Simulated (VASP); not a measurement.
# BaO (Fm-3m) in VASP: single point with PBE

Aim: the single point of BaO with PBE.

Program: VASP 6.6.1. These are calculated values, not measurements. Logs are shortened: lines on timing, memory, paths and dates and some standing lists are left out, and cuts for length are marked.

**1. The cell of the first run**

Symmetry: Fm-3m, No. 225, cubic system. Conventional cell: a = 5.574 Å, b = 5.574 Å, c = 5.574 Å, α = 90.00°, β = 90.00°, γ = 90.00°. Ba (site symmetry m-3m) has 6 O at 2.79 Å within 3.7 Å. O (site symmetry m-3m) has 6 Ba at 2.79 Å within 3.7 Å.

**2. Single point, PBE**

Input file INCAR:

```
SYSTEM = BaO
ALGO = Normal ; EDIFF = 1E-6
ENCUT = 1340 ; GGA = PE
GGA_COMPAT = .False. ; ISIF = 2
ISMEAR = 0 ; LASPH = .True.
LCHARG = .True. ; LELF = .True.
LREAL = .False. ; LVHAR = .True.
LWAVE = .False. ; NBANDS = 15
NELM = 120 ; PREC = Accurate
SIGMA = 0.02
```

Input file KPOINTS:

```
k-points
0
Gamma
  8 8 8
  0 0 0
```

Input file POSCAR:

```
BaO
1.0
    0.0000000000      2.7870116213      2.7870116213
    2.7870116213      0.0000000000      2.7870116213
    2.7870116213      2.7870116213      0.0000000000
Ba O
1 1
Direct
    0.0000000000      0.0000000000      0.0000000000
    0.5000000000      0.5000000000      0.5000000000
```

Potentials or basis: VASP PAW PBE potentials, release 64 (Ba_sv, O_h).

The run is started by

```console
> cat potpaw_PBE.64/Ba_sv/POTCAR potpaw_PBE.64/O_h/POTCAR > POTCAR
> mpirun -np 1 vasp_std > vasp.out
```

OUTCAR:

```text
SYSTEM = BaO
   EDIFF = 1E-6
   ENCUT = 1340
   GGA = PE
   ISIF = 2
   ISMEAR = 0
   LASPH = .True.
   LREAL = .False.
   NELM = 120
   PREC = Accurate

 ion  position               nearest neighbor table
   1  0.000  0.000  0.000-   2 2.79   2 2.79   2 2.79   2 2.79   2 2.79   2 2.79
   2  0.500  0.500  0.500-   1 2.79   1 2.79   1 2.79   1 2.79   1 2.79   1 2.79

  LATTYP: Found a face centered cubic cell.
 ALAT       =     5.5740232426

  Lattice vectors:

 A1 = (   0.0000000000,   2.7870116213,   2.7870116213)
 A2 = (   2.7870116213,   0.0000000000,   2.7870116213)
 A3 = (   2.7870116213,   2.7870116213,   0.0000000000)

Analysis of symmetry for initial positions (statically):
=====================================================================
 Subroutine PRICEL returns:
 Original cell was already a primitive cell.

 Routine SETGRP: Setting up the symmetry group for a
 face centered cubic supercell.

 Subroutine GETGRP returns: Found 48 space group operations
 (whereof 48 operations were pure point group operations)
 out of a pool of 48 trial point group operations.

The static configuration has the point symmetry O_h .

Analysis of symmetry for dynamics (positions and initial velocities):
=====================================================================
 Subroutine PRICEL returns:
 Original cell was already a primitive cell.

 Routine SETGRP: Setting up the symmetry group for a
 face centered cubic supercell.

 Subroutine GETGRP returns: Found 48 space group operations
 (whereof 48 operations were pure point group operations)
 out of a pool of 48 trial point group operations.

The dynamic configuration has the point symmetry O_h .

 Subroutine INISYM returns: Found 48 space group operations
 (whereof 48 operations are pure point group operations),
 and found     1 'primitive' translations

----------------------------------------------------------------------------------------

                                     Primitive cell

  volume of cell :      43.2959

  direct lattice vectors                    reciprocal lattice vectors
     0.000000000  2.787011621  2.787011621    -0.179403629  0.179403629  0.179403629
     2.787011621  0.000000000  2.787011621     0.179403629 -0.179403629  0.179403629
     2.787011621  2.787011621  0.000000000     0.179403629  0.179403629 -0.179403629

  length of vectors
     3.941429633  3.941429633  3.941429633     0.310736201  0.310736201  0.310736201

  position of ions in fractional coordinates (direct lattice)
[... 77 lines left out ...]
   ENCUT  = 1340.0 eV  98.49 Ry    9.92 a.u.  11.76 11.76 11.76*2*pi/ulx,y,z
   NELM   =    120;   NELMIN=  2; NELMDL= -5     # of ELM steps
   EDIFF  = 0.1E-05   stopping-criterion for ELM
   LREAL  =      F    real-space projection
[... 7 lines left out ...]
   TEBEG  =    0.0;   TEEND  =   0.0 temperature during run
   PSTRESS=    0.0 pullay stress
   NELECT =      16.0000    total number of electrons
   NUPDOWN=      -1.0000    fix difference up-down
   EMIN   =  10.00;   EMAX   =-10.00  energy-range for DOS
   EFERMI =   0.00;   METHOD = LEGACY
   ISMEAR =     0;   SIGMA  =   0.02  broadening in eV -4-tet -1-fermi 0-gaus
   EFERMI_NEDOS =   21; number of points for ismear=-14 and -15
   IALGO  =     38    algorithm
   IMIX   =      4    mixing-type and parameters
     AMIX     =   0.40;   BMIX     =  1.00
     AMIX_MAG =   1.60;   BMIX_MAG =  1.00
  volume/ion in A,a.u.               =      21.65       146.09
  Fermi-wavevector in a.u.,A,eV,Ry     =   1.174806  2.220061 18.778332  1.380168
  Thomas-Fermi vector in A             =   2.311197
   LORBIT       =      0    0 simple, 1 ext, 2 COOP (PROOUT), +10 PAW based schemes
   GGA     = PE    functional components
   LHFCALC =     F    Hartree Fock is set to
   AEXX    =    0.0000 exact exchange contribution
   IVDW    =     0    specifies the selected vdW correction
   LEPSILON=     F    determine dielectric tensor
   LRPA    =     F    only Hartree local field effects (RPA)
 non-spin polarized calculation
 Gauss-broadening in eV      SIGMA  =   0.02
  energy-cutoff  :     1340.00
  volume of cell :       43.30
 maximum number of plane-waves:      4909
   NGX = 23   NGY = 23   NGZ = 23

 number of electron      15.9999999 magnetization

 Free energy of the ion-electron system (eV)
  ---------------------------------------------------
  ext. energy  EPLUGINS =         0.00000000
  ---------------------------------------------------
  free energy    TOTEN  =       -11.81196530 eV

  energy without entropy =      -11.81196530  energy(sigma->0) =      -11.81196530

 E-fermi :   2.0842     XC(G=0):  -9.5340

 val. band max:        1.9228391624   @ k =   0.5000   0.5000   0.0000
 cond. band min:       3.9617555422   @ k =   0.5000   0.5000   0.0000
 fundamental gap:      2.0389163798
 Fermi energy:         2.0841991272

 k-point     1 :       0.0000    0.0000    0.0000
  band No.  band energies     occupation
      1     -23.9878      2.00000
      2     -13.0351      2.00000
      3      -8.5385      2.00000
      4      -8.5385      2.00000
      5      -8.5385      2.00000
      6       1.6292      2.00000
      7       1.6292      2.00000
      8       1.6292      2.00000
      9       5.3935      0.00000
     10       6.6169      0.00000
     11       6.6169      0.00000
     12       6.6169      0.00000
     13       8.8356      0.00000
     14       8.8356      0.00000
[... 401 lines left out ...]
      2     -13.5571      2.00000
      3      -9.1277      2.00000
      4      -9.1250      2.00000
      5      -8.6469      2.00000
      6       0.4606      2.00000
      7       1.0417      2.00000
      8       1.1105      2.00000
      9       6.7631      0.00000
     10       7.3625      0.00000
     11       9.6637      0.00000
     12       9.7143      0.00000
     13      11.8629      0.00000
     14      13.5489      0.00000
     15      13.9019      0.00000

 [... further k-points ...]
[... 5 lines left out ...]
  --------------------------------------------------------------------------------------
  -------------------------------------------------------------------------------------
  Total        0.4006410      0.4006410      0.4006410     -0.0000000      0.0000000      0.0000000
  in kB       14.8258501     14.8258501     14.8258501     -0.0000000      0.0000000      0.0000000
  external PRESSURE =      14.8258501 kB  Pullay stress =       0.0000000 kB

 VOLUME and BASIS-vectors are now :
 -----------------------------------------------------------------------------
  energy-cutoff  :     1340.00
  volume of cell :       43.30
      direct lattice vectors                 reciprocal lattice vectors
     0.000000000  2.787011621  2.787011621    -0.179403629  0.179403629  0.179403629
     2.787011621  0.000000000  2.787011621     0.179403629 -0.179403629  0.179403629
     2.787011621  2.787011621  0.000000000     0.179403629  0.179403629 -0.179403629

 POSITION                                       TOTAL-FORCE (eV/Angst)
 -----------------------------------------------------------------------------------
      0.00000      0.00000      0.00000         0.000000      0.000000     -0.000000
      2.78701      2.78701      2.78701        -0.000000     -0.000000      0.000000
 -----------------------------------------------------------------------------------
    total drift:                               -0.000000     -0.000000     -0.000000

  FREE ENERGIE OF THE ION-ELECTRON SYSTEM (eV)
  ---------------------------------------------------
  free  energy   TOTEN  =       -11.8119652979 eV

  energy  without entropy=      -11.8119652979  energy(sigma->0) =      -11.81196530
```

OSZICAR:

```text
N       E                     dE             d eps       ncg     rms          rms(c)
DAV:   1     0.143743383260E+03    0.14374E+03   -0.13103E+04   870   0.208E+03
DAV:   2    -0.158036331046E+01   -0.14532E+03   -0.12667E+03  1242   0.280E+02
DAV:   3    -0.141404734170E+02   -0.12560E+02   -0.12358E+02  1173   0.821E+01
DAV:   4    -0.144082051151E+02   -0.26773E+00   -0.26768E+00   959   0.123E+01
DAV:   5    -0.144135964130E+02   -0.53913E-02   -0.53903E-02  1171   0.169E+00    0.970E+00
DAV:   6    -0.120661123869E+02    0.23475E+01   -0.86810E+00  1066   0.212E+01    0.626E+00
DAV:   7    -0.118342606972E+02    0.23185E+00   -0.74029E-01   997   0.716E+00    0.230E+00
DAV:   8    -0.118149994762E+02    0.19261E-01   -0.14547E-01   954   0.421E+00    0.500E-01
DAV:   9    -0.118103239266E+02    0.46755E-02   -0.10769E-02  1185   0.101E+00    0.191E-01
DAV:  10    -0.118119278893E+02   -0.16040E-02   -0.33317E-03   919   0.570E-01    0.358E-02
DAV:  11    -0.118119531715E+02   -0.25282E-04   -0.18564E-04  1087   0.113E-01    0.222E-02
DAV:  12    -0.118119626092E+02   -0.94377E-05   -0.33088E-05   961   0.668E-02    0.494E-03
DAV:  13    -0.118119647688E+02   -0.21596E-05   -0.49352E-06  1155   0.224E-02    0.315E-03
DAV:  14    -0.118119652979E+02   -0.52912E-06   -0.26650E-06   912   0.174E-02
   1 F= -.11811965E+02 E0= -.11811965E+02  d E =-.355591E-32
```

It took 80 s on 1 thread of AMD EPYC 7R43 (Zen 3), shared host; peak memory 0.33 GiB.

What came out:

- Free energy: -11.8120 eV
- Pressure: 1.5 GPa
- Band gap on the k mesh: 2.04 eV

Levels at points of the mesh, in eV from the valence-band top:
| k point | band 4 | band 5 | band 6 | band 7 | band 8 | band 9 | band 10 | band 11 | band 12 | band 13 |
| --- | --- | --- | --- | --- | --- | --- | --- | --- | --- | --- |
| (0.00, 0.00, 0.00) | -10.46 | -10.46 | -0.29 | -0.29 | -0.29 | 3.47 | 4.69 | 4.69 | 4.69 | 6.91 |
| (0.50, 0.00, 0.00) | -10.58 | -10.58 | -1.92 | -1.39 | -1.39 | 4.91 | 7.10 | 7.10 | 8.08 | 10.35 |
| (0.50, 0.50, 0.00) | -11.01 | -11.01 | -0.13 | -0.13 | 0.00 | 2.04 | 5.90 | 8.80 | 9.28 | 9.61 |

Caveat: spin-orbit coupling is left out, which moves the levels of the heavy elements. A k mesh can miss the band edges.
